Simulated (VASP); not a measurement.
A run of VASP 6.6.1 is set up as follows.

INCAR

```
SYSTEM = Ru
PREC     = Accurate       ! precision mode
ENCUT    = 600            ! plane-wave cutoff, eV
EDIFF    = 1E-7           ! SCF threshold, eV
ISMEAR   = 0              ! smearing method
SIGMA    = 0.1            ! smearing width, eV
LREAL    = .False.        ! projectors in reciprocal space
LASPH    = .True.         ! aspherical terms in the spheres
NELM     = 100            ! most SCF steps
ALGO     = Normal         ! electronic algorithm
ISIF     = 3              ! what is computed and relaxed
LWAVE    = .False.        ! write WAVECAR
LCHARG   = .False.        ! write CHGCAR
GGA      = PE             ! functional
IBRION   = 2              ! ionic algorithm
NSW      = 90             ! ionic steps
EDIFFG   = -0.04          ! ionic threshold
```

The input KPOINTS:

```
regular mesh
0
Gamma
  6 6 4
  0 0 0
```

POSCAR

```
Ru
1.0
    4.1341743928      0.0000000000      0.0000000000
   -2.0670871964      3.5803000478      0.0000000000
    0.0000000000      0.0000000000      4.8204330188
Ru
4
Direct
    0.0000000000      0.0000000000      0.2500000000
    0.0000000000      0.0000000000      0.7500000000
    0.3333333333      0.6666666667      0.7500000000
    0.6666666667      0.3333333333      0.2500000000
```

Potentials or basis: VASP PAW PBE potentials, release 64 (Ru_pv).

Run with:

```bash
$ cat potpaw_PBE.64/Ru_pv/POTCAR > POTCAR
$ mpirun -np 1 vasp_std > vasp.out
```

(1) Estimate the space group after relaxing (to 0.1 Å).

(2) Predict the relaxed volume.

(3) Estimate the relaxed cell.

Results:

(1) P6_3/mmc (No. 194).

(2) 17.75 Å³/atom.

(3) a = 4.157 Å, b = 4.157 Å, c = 4.745 Å, α = 90.00°, β = 90.00°, γ = 120.00°.

Caveat: the highest band is partly filled, so the run has too few bands.
